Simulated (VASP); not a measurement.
A run of VASP 6.6.1 is set up as follows.

POSCAR

```
Ti
1.0
    2.9325044008      0.0000000000      0.0000000000
   -1.4662522004      2.5396233078      0.0000000000
    0.0000000000      0.0000000000      4.6184531421
Ti
2
Direct
    0.3333333289      0.6666666711      0.2500000000
    0.6666666711      0.3333333289      0.7500000000
```

INCAR.step1

```
PREC = Accurate ; ENCUT = 520
ISMEAR = 0 ; SIGMA = 0.1
LREAL = F ; LASPH = T
NELM = 100 ; NBANDS = 19
GGA = PE ; ALGO = Normal
EDIFF = 1E-4 ; LWAVE = T
LCHARG = F
```

INCAR.step2

```
PREC = Accurate ; ENCUT = 520
EDIFF = 1E-6 ; ISMEAR = 0
SIGMA = 0.1 ; LREAL = F
LASPH = T ; NELM = 100
ALGO = Normal ; ISIF = 2
LWAVE = F ; LCHARG = F
METAGGA = R2SCAN ; LMIXTAU = T
IVDW = 13 ; VDW_S6 = 1.0
VDW_S8 = 0.6018749 ; VDW_A1 = 0.51559235
VDW_A2 = 5.77342911 ; NBANDS = 19
ISTART = 1
```

File KPOINTS:

```
Automatic mesh
0
Gamma
  10 10 5
```

Potentials or basis: VASP PAW PBE potentials, release 64 (Ti_sv).

Run with:

```sh
$ cat potpaw_PBE.64/Ti_sv/POTCAR > POTCAR
$ cp INCAR.step1 INCAR
$ mpirun -np 1 vasp_std > vasp.out
$ cp INCAR.step2 INCAR
$ mpirun -np 1 vasp_std > vasp.out
```

**Question.** Predict the band gap on the k mesh.

**Answer.** Zero (band 12 reaches 9.38 eV, above the bottom of band 13 at 8.16 eV).

**Question.** Predict the pressure.

**Answer.** 0.4 GPa.

Caveat: the PAW data sets were made with another functional, which shifts forces and pressure a little; pairwise dispersion overbinds metals, which lowers pressure and volume.
